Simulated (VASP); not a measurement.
Here is a VASP 6.6.1 calculation.

Contents of INCAR:

```
SYSTEM = SiW
  PREC = Accurate
  ENCUT = 520
  EDIFF = 1E-6
  ISMEAR = -1
  SIGMA = 0.08
  LREAL = .False.
  LASPH = .True.
  NELM = 60
  ALGO = Normal
  ISIF = 2
  LWAVE = .False.
  LCHARG = .False.
  GGA = PE
  NBANDS = 16
```

KPOINTS

```
Automatic mesh
0
Gamma
  11 11 11
  0 0 0
```

The input POSCAR:

```
SiW
1.0
    0.0000000000      2.6957709073      2.6957709073
    2.6957709073      0.0000000000      2.6957709073
    2.6957709073      2.6957709073      0.0000000000
W Si
1 1
Direct
    0.0000000000      0.0000000000      0.0000000000
    0.2500000000      0.2500000000      0.2500000000
```

Potentials or basis: VASP PAW PBE potentials, release 64 (W_sv, Si).

The run is started by

```sh
$ cat potpaw_PBE.64/W_sv/POTCAR potpaw_PBE.64/Si/POTCAR > POTCAR
$ mpirun -np 1 vasp_std > vasp.out
```

**Question.** What does it give for the band gap on the k mesh?

**Answer.** Zero (band 9 reaches 7.09 eV, above the bottom of band 10 at 6.42 eV).

**Question.** Predict the pressure.

**Answer.** 14.4 GPa.

Caveat: spin-orbit coupling is left out, which moves the levels of the heavy elements.
